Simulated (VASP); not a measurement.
# Zr (P6_3/mmc) in VASP: a series of runs

Runs on Zr. Level: PBEsol. Tasks: electric field gradients.

Program: VASP 6.6.1. These are calculated values, not measurements. Logs are shortened: lines on timing, memory, paths and dates and some standing lists are left out, and cuts for length are marked.

## (1) The cell of the first run

The structure is hexagonal, space group P6_3/mmc (No. 194). The conventional cell has a = 3.253 Å, b = 3.253 Å, c = 5.181 Å, α = 90.00°, β = 90.00°, γ = 120.00°. Within 4.2 Å of Zr (site symmetry -6m2) lie 12 Zr at 3.20 to 3.25 Å.

## (2) Electric field gradients, PBEsol (23.75 Å³/atom)

INCAR reads:

```
SYSTEM = Zr
PREC = Accurate ; ENCUT = 520
EDIFF = 1E-8 ; ISMEAR = -1
SIGMA = 0.08 ; LREAL = .FALSE.
LASPH = .TRUE. ; NELM = 60
ALGO = Normal ; ISIF = 2
LWAVE = .FALSE. ; LCHARG = .FALSE.
GGA = PS ; LEFG = .TRUE.
NBANDS = 19
```

KPOINTS reads:

```
regular mesh
0
G
  13 13 7
  0 0 0
```

POSCAR reads:

```
Zr
1.0
    3.2534028080      0.0000000000      0.0000000000
   -1.6267014040      2.8175294804      0.0000000000
    0.0000000000      0.0000000000      5.1810870861
Zr
2
Direct
    0.3333333333      0.6666666667      0.2500000000
    0.6666666667      0.3333333333      0.7500000000
```

Potentials or basis: VASP PAW PBE potentials, release 64 (Zr_sv).

Command:

```console
$ cat potpaw_PBE.64/Zr_sv/POTCAR > POTCAR
$ mpirun -np 1 vasp_std > vasp.out
```

OUTCAR:

```text
SYSTEM = Zr
   PREC = Accurate
   ENCUT = 520
   EDIFF = 1E-8
   ISMEAR = -1
   LREAL = .FALSE.
   LASPH = .TRUE.
   NELM = 60
   ISIF = 2
   GGA = PS

 ion  position               nearest neighbor table
   1  0.333  0.667  0.250-   2 3.20   2 3.20   2 3.20   2 3.20   2 3.20   2 3.20
   2  0.667  0.333  0.750-   1 3.20   1 3.20   1 3.20   1 3.20   1 3.20   1 3.20

  LATTYP: Found a hexagonal cell.
 ALAT       =     3.2534028080
 C/A-ratio  =     1.5925132521

  Lattice vectors:

 A1 = (   3.2534028080,   0.0000000000,   0.0000000000)
 A2 = (  -1.6267014040,   2.8175294804,   0.0000000000)
 A3 = (   0.0000000000,   0.0000000000,   5.1810870861)

Analysis of symmetry for initial positions (statically):
=====================================================================
 Subroutine PRICEL returns:
 Original cell was already a primitive cell.

 Routine SETGRP: Setting up the symmetry group for a
 hexagonal supercell.

 Subroutine GETGRP returns: Found 24 space group operations
 (whereof 12 operations were pure point group operations)
 out of a pool of 24 trial point group operations.

The static configuration has the point symmetry D_3d.
 The point group associated with its full space group is D_6h.

Analysis of symmetry for dynamics (positions and initial velocities):
=====================================================================
 Subroutine PRICEL returns:
 Original cell was already a primitive cell.

 Routine SETGRP: Setting up the symmetry group for a
 hexagonal supercell.

 Subroutine GETGRP returns: Found 24 space group operations
 (whereof 12 operations were pure point group operations)
 out of a pool of 24 trial point group operations.

The dynamic configuration has the point symmetry D_3d.
 The point group associated with its full space group is D_6h.

 Subroutine INISYM returns: Found 24 space group operations
 (whereof 12 operations are pure point group operations),
 and found     1 'primitive' translations

----------------------------------------------------------------------------------------

                                     Primitive cell

  volume of cell :      47.4927

  direct lattice vectors                    reciprocal lattice vectors
     3.253402808  0.000000000  0.000000000     0.307370485  0.177460432  0.000000000
    -1.626701404  2.817529480  0.000000000     0.000000000  0.354920865  0.000000000
     0.000000000  0.000000000  5.181087086     0.000000000  0.000000000  0.193009688

  length of vectors
     3.253402808  3.253402808  5.181087086     0.354920865  0.354920865  0.193009688

  position of ions in fractional coordinates (direct lattice)
     0.333333333  0.666666667  0.250000000
     0.666666667  0.333333333  0.750000000

  ion indices of the primitive-cell ions
   primitive index   ion index
                 1           1
                 2           2

----------------------------------------------------------------------------------------

 KPOINTS: regular mesh

Automatic generation of k-mesh.
 Grid dimensions read from file:
 generate k-points for:   13   13    7

 Generating k-lattice:

  Cartesian coordinates                     Fractional coordinates (reciprocal lattice)
     0.023643883  0.013650802  0.000000000     0.076923077  0.000000000  0.000000000
     0.000000000  0.027301605  0.000000000     0.000000000  0.076923077  0.000000000
     0.000000000  0.000000000  0.027572813     0.000000000  0.000000000  0.142857143

  Length of vectors
     0.027301605  0.027301605  0.027572813

  Shift w.r.t. Gamma in fractional coordinates (k-lattice)
     0.000000000  0.000000000  0.000000000

 Subroutine IBZKPT returns following result:
 ===========================================

 Found     84 irreducible k-points:

 Following reciprocal coordinates:
            Coordinates               Weight
  0.000000  0.000000  0.000000      1.000000
  0.076923 -0.000000  0.000000      6.000000
  0.153846  0.000000  0.000000      6.000000
  0.230769  0.000000  0.000000      6.000000
  0.307692  0.000000  0.000000      6.000000
  0.384615  0.000000  0.000000      6.000000
[... 16 lines left out ...]
  0.076923 -0.000000  0.142857     12.000000
  0.153846  0.000000  0.142857     12.000000
 [... further k-points ...]
   k-points           NKPTS =     84   k-points in BZ     NKDIM =     84   number of bands    NBANDS=     19
   number of dos      NEDOS =    301   number of ions     NIONS =      2
   total plane-waves  NPLWV =  23040
   dimension x,y,z NGX =    24 NGY =   24 NGZ =   40
   dimension x,y,z NGXF=    48 NGYF=   48 NGZF=   80
   ions per type =               2
   NGX,Y,Z   is equivalent  to a cutoff of  12.26, 12.26, 12.83 a.u.
   NGXF,Y,Z  is equivalent  to a cutoff of  24.53, 24.53, 25.67 a.u.
 SYSTEM =  Zr
   PREC   = accura    normal or accurate (medium, high low for compatibility)
   ISTART =      0    job   : 0-new  1-cont  2-samecut
   ICHARG =      2    charge: 1-file 2-atom 10-const
   ISPIN  =      1    spin polarized calculation?
   LNONCOLLINEAR =      F non collinear calculations
   LSORBIT =      F    spin-orbit coupling
   LASPH  =      T    aspherical Exc in radial PAW
   ENCUT  =  520.0 eV  38.22 Ry    6.18 a.u.   6.05  6.05  9.63*2*pi/ulx,y,z
   NELM   =     60;   NELMIN=  2; NELMDL= -5     # of ELM steps
   EDIFF  = 0.1E-07   stopping-criterion for ELM
   LREAL  =      F    real-space projection
   EDIFFG = 0.1E-06   stopping-criterion for IOM
   NSW    =      0    number of steps for IOM
   IBRION =     -1    ionic relax: 0-MD 1-quasi-New 2-CG
   NFREE  =      0    steps in history (QN), initial steepest desc. (CG)
   ISIF   =      2    stress and relaxation
   ISYM   =      2    0-nonsym 1-usesym 2-fastsym
   POTIM  = 0.5000    time-step for ionic-motion
   TEBEG  =    0.0;   TEEND  =   0.0 temperature during run
   PSTRESS=    0.0 pullay stress
   NELECT =      24.0000    total number of electrons
   NUPDOWN=      -1.0000    fix difference up-down
   EMIN   =  10.00;   EMAX   =-10.00  energy-range for DOS
   EFERMI =   0.00;   METHOD = LEGACY
   ISMEAR =    -1;   SIGMA  =   0.08  broadening in eV -4-tet -1-fermi 0-gaus
   EFERMI_NEDOS =   21; number of points for ismear=-14 and -15
   IALGO  =     38    algorithm
   IMIX   =      4    mixing-type and parameters
     AMIX     =   0.40;   BMIX     =  1.00
     AMIX_MAG =   1.60;   BMIX_MAG =  1.00
  volume/ion in A,a.u.               =      23.75       160.25
  Fermi-wavevector in a.u.,A,eV,Ry     =   1.303976  2.464157 23.134703  1.700353
  Thomas-Fermi vector in A             =   2.434942
   LORBIT       =      0    0 simple, 1 ext, 2 COOP (PROOUT), +10 PAW based schemes
   GGA     = PS    functional components
   LHFCALC =     F    Hartree Fock is set to
   AEXX    =    0.0000 exact exchange contribution
   IVDW    =     0    specifies the selected vdW correction
   LEPSILON=     F    determine dielectric tensor
   LRPA    =     F    only Hartree local field effects (RPA)
 non-spin polarized calculation
  energy-cutoff  :      520.00
  volume of cell :       47.49
 maximum number of plane-waves:      1298
   NGX = 13   NGY = 13   NGZ = 19

 number of electron      24.0000001 magnetization

 Free energy of the ion-electron system (eV)
  ---------------------------------------------------
  ext. energy  EPLUGINS =         0.00000000
  ---------------------------------------------------
  free energy    TOTEN  =       -18.14388632 eV

  energy without entropy =      -18.09795587  energy(sigma->0) =      -18.12092109

 E-fermi :   8.6369     XC(G=0): -11.1118

 val. band max:        8.6203720121   @ k =   0.1538   0.0000   0.1429
 cond. band min:       8.6485145858   @ k =   0.3077   0.3077   0.2857
 fundamental gap:      0.0281425738
 Fermi energy:         8.6368613035

 k-point     1 :       0.0000    0.0000    0.0000
  band No.  band energies     occupation
      1     -40.1261      2.00000
      2     -39.9824      2.00000
      3     -18.6438      2.00000
      4     -17.8209      2.00000
      5     -17.8209      2.00000
      6     -17.6883      2.00000
[... 11 lines left out ...]
     18      10.7401      0.00000
     19      12.9987      0.00000
[... 485 lines left out ...]
 k-point    24 :       0.1538    0.0000    0.1429
  band No.  band energies     occupation
      1     -40.0959      2.00000
      2     -39.9794      2.00000
      3     -18.5419      2.00000
      4     -17.9526      2.00000
      5     -17.8691      2.00000
      6     -17.8590      2.00000
[... 11 lines left out ...]
     18      10.8950      0.00000
     19      13.3048      0.00000

 [... further k-points ...]

------------------------ aborting loop because EDIFF is reached ----------------------------------------

  FORCE on cell =-STRESS in cart. coord.  units (eV):
  Direction    XX          YY          ZZ          XY          YZ          ZX
  --------------------------------------------------------------------------------------
  -------------------------------------------------------------------------------------
  Total       -1.5064136     -1.5064136     -1.3594616      0.0000000      0.0000000      0.0000000
  in kB      -50.8191764    -50.8191764    -45.8617186      0.0000000      0.0000000      0.0000000
  external PRESSURE =     -49.1666905 kB  Pullay stress =       0.0000000 kB

 VOLUME and BASIS-vectors are now :
 -----------------------------------------------------------------------------
  energy-cutoff  :      520.00
  volume of cell :       47.49
      direct lattice vectors                 reciprocal lattice vectors
     3.253402808  0.000000000  0.000000000     0.307370485  0.177460432  0.000000000
    -1.626701404  2.817529480  0.000000000     0.000000000  0.354920865  0.000000000
     0.000000000  0.000000000  5.181087086     0.000000000  0.000000000  0.193009688

 POSITION                                       TOTAL-FORCE (eV/Angst)
 -----------------------------------------------------------------------------------
     -0.00000      1.87835      1.29527         0.000000     -0.000000      0.000000
      1.62670      0.93918      3.88582        -0.000000      0.000000      0.000000
 -----------------------------------------------------------------------------------
    total drift:                                0.000000     -0.000000      0.000000

  FREE ENERGIE OF THE ION-ELECTRON SYSTEM (eV)
  ---------------------------------------------------
  free  energy   TOTEN  =       -18.1438863218 eV

  energy  without entropy=      -18.0979558653  energy(sigma->0) =      -18.12092109

 Electric field gradients (V/A^2)
---------------------------------------------------------------------
 ion       V_xx      V_yy      V_zz      V_xy      V_xz      V_yz
---------------------------------------------------------------------
   1     -19.903   -19.902    39.805     0.000    -0.000     0.000
   2     -19.903   -19.902    39.805     0.000     0.000    -0.000
---------------------------------------------------------------------

 Electric field gradients after diagonalization (V/A^2)
 (convention: |V_zz| > |V_xx| > |V_yy|)
----------------------------------------------------------------------
 ion       V_xx      V_yy      V_zz     asymmetry (V_yy - V_xx)/ V_zz
----------------------------------------------------------------------
   1     -19.903   -19.902    39.805       0.000
   2     -19.903   -19.902    39.805       0.000
----------------------------------------------------------------------

           NMR quadrupolar parameters

 Cq : quadrupolar parameter    Cq=e*Q*V_zz/h
 eta: asymmetry parameters     (V_yy - V_xx)/ V_zz
 Q  : nuclear electric quadrupole moment in mb (millibarn)
----------------------------------------------------------------------
 ion       Cq(MHz)       eta       Q (mb)
----------------------------------------------------------------------
   1       0.096       0.000       1.000
   2       0.096       0.000       1.000
----------------------------------------------------------------------
```

Run time: 71 s. Hardware: 1 thread of Intel Xeon 8259CL, shared host; peak memory 0.2 GiB.

Results:

| Item | Value |
| --- | --- |
| Free energy | -18.1439 eV |
| Pressure | -4.9 GPa |
| Band gap on the k mesh | zero (bands 12 and 13 overlap by 1.09 eV) |
| Largest electric field gradient by atom | Zr +39.8 V/Å² |

Levels at points of the mesh, in eV from the Fermi level:
```csv
k point,band 9,band 10,band 11,band 12,band 13,band 14,band 15,band 16
"(0.00, 0.00, 0.00)",-5.63,-2.98,0.86,0.86,1.01,1.12,1.54,1.54
```

Electric field gradients, principal values (V/Å²):
| atom | least | middle | greatest (by size) |
| --- | --- | --- | --- |
| 1 Zr | -19.902 | -19.903 | 39.805 |
| 2 Zr | -19.902 | -19.903 | 39.805 |

Caveat: the cell stands under tension; without QUAD_EFG the Cq values of the log hold for a quadrupole moment of 1 mb, not for the nuclei; the PAW data sets were made with another functional, which shifts forces and pressure a little.

(Continued in part 2 of 2.)
